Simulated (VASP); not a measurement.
# InSe (C2/m) in VASP: further runs, part 2 of 2

VASP 6.6.1. The steps go on from the part before.

### 3 Electric field gradients, LDA

The input, INCAR:

```
SYSTEM = InSe
ALGO = Normal ; EDIFF = 1E-8
ENCUT = 520 ; ISIF = 2
ISMEAR = -1 ; LASPH = .TRUE.
LCHARG = .FALSE. ; LEFG = .TRUE.
LREAL = .FALSE. ; LWAVE = .FALSE.
NBANDS = 27 ; NELM = 60
PREC = Accurate ; SIGMA = 0.03
```

The input, KPOINTS:

```
k-points
0
G
  7 7 6
  0 0 0
```

The input, POSCAR:

```
InSe
1.0
    5.8263928781     -2.0546489550      0.0000000000
    5.8263928781      2.0546489550      0.0000000000
   -1.7232330140      0.0000000000      4.7713478577
In Se
2 2
Direct
    0.1117967500      0.1117967500      0.9531586400
    0.8882032500      0.8882032500      0.0468413600
    0.3390724100      0.3390724100      0.3310443800
    0.6609275900      0.6609275900      0.6689556200
```

Potentials or basis: VASP PAW LDA potentials, release 64 (In_d, Se).

Launch:

```sh
$ cat potpaw_LDA.64/In_d/POTCAR potpaw_LDA.64/Se/POTCAR > POTCAR
$ mpirun -np 1 vasp_std > vasp.out
```

OUTCAR:

```text
SYSTEM = InSe
   EDIFF = 1E-8
   ENCUT = 520
   ISIF = 2
   ISMEAR = -1
   LASPH = .TRUE.
   LREAL = .FALSE.
   NELM = 60
   PREC = Accurate

 ion  position               nearest neighbor table
   1  0.112  0.112  0.953-   4 2.68   4 2.68   3 2.69   2 2.80   2 3.71   2 3.71
   2  0.888  0.888  0.047-   3 2.68   3 2.68   4 2.69   1 2.80   1 3.71   1 3.71
   3  0.339  0.339  0.331-   2 2.68   2 2.68   1 2.69
   4  0.661  0.661  0.669-   1 2.68   1 2.68   2 2.69

  LATTYP: Found a base centered monoclinic cell.
 ALAT       =    11.6527857562
 B/A-ratio  =     0.3526451096
 C/A-ratio  =     0.4353462338
 COS(beta)  =    -0.3396874117

  Lattice vectors:
[... 948 lines left out ...]
 ion       V_xx      V_yy      V_zz      V_xy      V_xz      V_yz
---------------------------------------------------------------------
   1    -125.885    39.653    86.232     0.000    26.427    -0.000
   2    -125.885    39.653    86.232     0.000    26.427    -0.000
   3      49.344    29.237   -78.580    -0.000     3.726    -0.000
   4      49.344    29.237   -78.580     0.000     3.726     0.000
---------------------------------------------------------------------

 Electric field gradients after diagonalization (V/A^2)
 (convention: |V_zz| > |V_xx| > |V_yy|)
----------------------------------------------------------------------
 ion       V_xx      V_yy      V_zz     asymmetry (V_yy - V_xx)/ V_zz
----------------------------------------------------------------------
   1      89.475    39.653  -129.128       0.386
   2      89.475    39.653  -129.128       0.386
   3      49.452    29.237   -78.689       0.257
   4      49.452    29.237   -78.689       0.257
----------------------------------------------------------------------

           NMR quadrupolar parameters

 Cq : quadrupolar parameter    Cq=e*Q*V_zz/h
 eta: asymmetry parameters     (V_yy - V_xx)/ V_zz
 Q  : nuclear electric quadrupole moment in mb (millibarn)
----------------------------------------------------------------------
 ion       Cq(MHz)       eta       Q (mb)
----------------------------------------------------------------------
   1      -0.312       0.386       1.000
   2      -0.312       0.386       1.000
   3      -0.190       0.257       1.000
   4      -0.190       0.257       1.000
----------------------------------------------------------------------
```

OSZICAR:

```text
N       E                     dE             d eps       ncg     rms          rms(c)
DAV:   1     0.333072670271E+03    0.33307E+03   -0.17471E+04  4752   0.157E+03
DAV:   2     0.229716903979E+02   -0.31010E+03   -0.30083E+03  4791   0.384E+02
DAV:   3    -0.152933958707E+02   -0.38265E+02   -0.37619E+02  6037   0.145E+02
DAV:   4    -0.170034141598E+02   -0.17100E+01   -0.17046E+01  5760   0.311E+01
DAV:   5    -0.170604410802E+02   -0.57027E-01   -0.57018E-01  6876   0.583E+00    0.654E+00
DAV:   6    -0.165787551634E+02    0.48169E+00   -0.86456E-01  6698   0.148E+01    0.392E+00
DAV:   7    -0.165389768673E+02    0.39778E-01   -0.32699E-01  7057   0.405E+00    0.113E+00
DAV:   8    -0.165324648303E+02    0.65120E-02   -0.33473E-02  7259   0.198E+00    0.546E-01
DAV:   9    -0.165315678234E+02    0.89701E-03   -0.49406E-03  6867   0.680E-01    0.191E-01
DAV:  10    -0.165315604838E+02    0.73395E-05   -0.36708E-04  5823   0.173E-01    0.992E-02
DAV:  11    -0.165315661928E+02   -0.57090E-05   -0.12323E-04  7344   0.125E-01    0.261E-02
DAV:  12    -0.165315620839E+02    0.41089E-05   -0.21019E-05  6712   0.424E-02    0.161E-02
DAV:  13    -0.165315621549E+02   -0.70967E-07   -0.33929E-06  6970   0.115E-02    0.652E-03
DAV:  14    -0.165315621091E+02    0.45792E-07   -0.70619E-07  7288   0.987E-03    0.254E-03
DAV:  15    -0.165315621013E+02    0.78126E-08   -0.50376E-08  4701   0.206E-03
   1 F= -.16531562E+02 E0= -.16531562E+02  d E =-.724512E-09
```

Run time: 12 min. Hardware: 1 thread of Oxide Virtual Turin-like, shared host; peak memory 0.36 GiB.

What came out:

```
Free energy                             : -16.5316 eV
Pressure                                : -2.7 GPa
Largest force                           : 0.068 eV/Å
Band gap on the k mesh                  : 1.01 eV (least direct gap 1.08 eV)
Largest electric field gradient by atom : In -129.1; Se -78.7 V/Å²
```

Forces on the atoms (eV/Å):
```
In   0.061  0.000 -0.008
In  -0.061  0.000  0.008
Se  -0.003  0.000 -0.068
Se   0.003  0.000  0.068
```

Levels at points of the mesh, in eV from the valence-band top:
```csv
k point,band 16,band 17,band 18,band 19,band 20,band 21,band 22,band 23
"(0.00, 0.00, 0.00)",-2.25,-1.96,-1.34,-1.12,2.62,2.93,3.54,4.77
"(0.00, 0.00, 0.50)",-1.75,-1.44,-1.04,-0.37,1.01,2.01,3.47,3.84
```

Electric field gradients, principal values (V/Å²):
| atom | least | middle | greatest (by size) |
| --- | --- | --- | --- |
| 1 In | 39.653 | 89.475 | -129.128 |
| 2 In | 39.653 | 89.475 | -129.128 |
| 3 Se | 29.237 | 49.452 | -78.689 |
| 4 Se | 29.237 | 49.452 | -78.689 |

Caveat: without QUAD_EFG the Cq values of the log hold for a quadrupole moment of 1 mb, not for the nuclei; spin-orbit coupling is left out, which moves the levels of the heavy elements. A k mesh can miss the band edges.
